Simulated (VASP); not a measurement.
Here is a VASP 6.6.1 calculation.

Contents of INCAR:

```
ALGO = Normal
EDIFF = 1E-6
EDIFFG = -0.005
ENCUT = 600
GGA = PE
IBRION = 2
ISIF = 3
ISMEAR = 0
LASPH = T
LCHARG = F
LREAL = F
LWAVE = F
NELM = 80
NSW = 100
PREC = Accurate
SIGMA = 0.1
```

File KPOINTS:

```
k-points
0
Gamma
  12 12 12
```

Contents of POSCAR:

```
Al2Au
1.0
    0.0000000000      3.0023346623      3.0023346623
    3.0023346623      0.0000000000      3.0023346623
    3.0023346623      3.0023346623      0.0000000000
Al Au
2 1
Direct
    0.2500000000      0.2500000000      0.2500000000
    0.7500000000      0.7500000000      0.7500000000
    0.0000000000      0.0000000000      0.0000000000
```

Potentials or basis: VASP PAW PBE potentials, release 64 (Al, Au).

Run with:

```bash
$ cat potpaw_PBE.64/Al/POTCAR potpaw_PBE.64/Au/POTCAR > POTCAR
$ mpirun -np 1 vasp_std > vasp.out
```

Task: Estimate the relaxed cell.

Result: a = 4.283 Å, b = 4.283 Å, c = 4.283 Å, α = 60.00°, β = 60.00°, γ = 60.00°.

Task: Estimate the space group after relaxing (to 0.05 Å).

Result: Fm-3m (No. 225).

Final structure:
```cif
data_structure
_symmetry_space_group_name_H-M 'P 1'
_symmetry_Int_Tables_number 1
_cell_length_a 4.2831
_cell_length_b 4.2831
_cell_length_c 4.2831
_cell_angle_alpha 60.000
_cell_angle_beta 60.000
_cell_angle_gamma 60.000
_cell_volume 55.56
loop_
_atom_site_label
_atom_site_type_symbol
_atom_site_fract_x
_atom_site_fract_y
_atom_site_fract_z
_atom_site_occupancy
Al1 Al 0.25000 0.25000 0.25000 1
Al2 Al 0.75000 0.75000 0.75000 1
Au1 Au 0.00000 0.00000 0.00000 1
```
